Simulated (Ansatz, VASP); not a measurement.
## One calculation of Ti, two programs

INCAR

```
PREC = Accurate
ENCUT = 520
EDIFF = 1E-7
ISMEAR = -1
SIGMA = 0.05
LREAL = F
LASPH = T
NELM = 100
ALGO = Normal
ISIF = 2
LWAVE = F
LCHARG = T
GGA = CA
LELF = T
LVHAR = T
NBANDS = 12
```

Contents of KPOINTS:

```
Automatic mesh
0
Gamma
  14 14 14
```

POSCAR

```
Ti
1.0
    0.0406000000      2.0503000000      2.0503000000
    2.0503000000      0.0406000000      2.0503000000
    2.0503000000      2.0503000000      0.0406000000
Ti
1
Direct
    0.0000000000      0.0000000000      0.0000000000
```

Input for Ansatz:

```yaml
crystal:
  lattice:
    - [0.0406, 2.0503, 2.0503]
    - [2.0503, 0.0406, 2.0503]
    - [2.0503, 2.0503, 0.0406]
  atoms:
    - { symbol: Ti, position: [0.0, 0.0, 0.0] }
kpoints:
  mp_grid: { grid: [14, 14, 14] }
  band_path:
    path:
      - [0.0, 0.0, 0.0]
      - [0.5, 0.5, 0.5]
      - [0.2451701269, 0.5, 0.7548298731]
      - [-0.2451701269, 0.2451701269, 0.5]
      - [0.0, 0.0, 0.5]
      - [0.0, 0.0, 0.0]
      - [-0.3725850634, 0.0, 0.3725850634]
      - [0.0, 0.3725850634, 0.6274149366]
      - [0.0, 0.5, 0.5]
    npoints: 5
scf:
  occupations: { method: fermi_dirac, width: 0.05 }
hamiltonian:
  xc: lda
  pseudopotentials: { kind: all_electron, lapw: { basis_error: 0.00025 } }
output:
  forces: true
  stress: true
  eigenvalues: true
```

Change from the starting cell: equal xy, yz and zx shear strains of +2 %.

Alike in both runs: task single point; functional LDA; k mesh 14 × 14 × 14; occupations fermi-dirac, width 0.05 eV; no spin polarisation.

|  | VASP | Ansatz |
| --- | --- | --- |
| version | VASP 6.6.1 | Ansatz 0.2.0 |
| potentials or method | VASP PAW LDA potentials, release 64 (Ti_sv), cutoff 520 eV | all-electron LAPW, scalar-relativistic |

|  | VASP | Ansatz | Ansatz less VASP |
| --- | --- | --- | --- |
| pressure (GPa) | -5.0 | -4.8 | +0.14 |
| traceless stress, the component that is largest in VASP (GPa) | -0.97 | -0.98 | -0.008 |

LDA's correlation is that of Perdew and Zunger in VASP and of Perdew and Wang (1992) in Ansatz. Ansatz ran all-electron here, and VASP with PAW potentials.
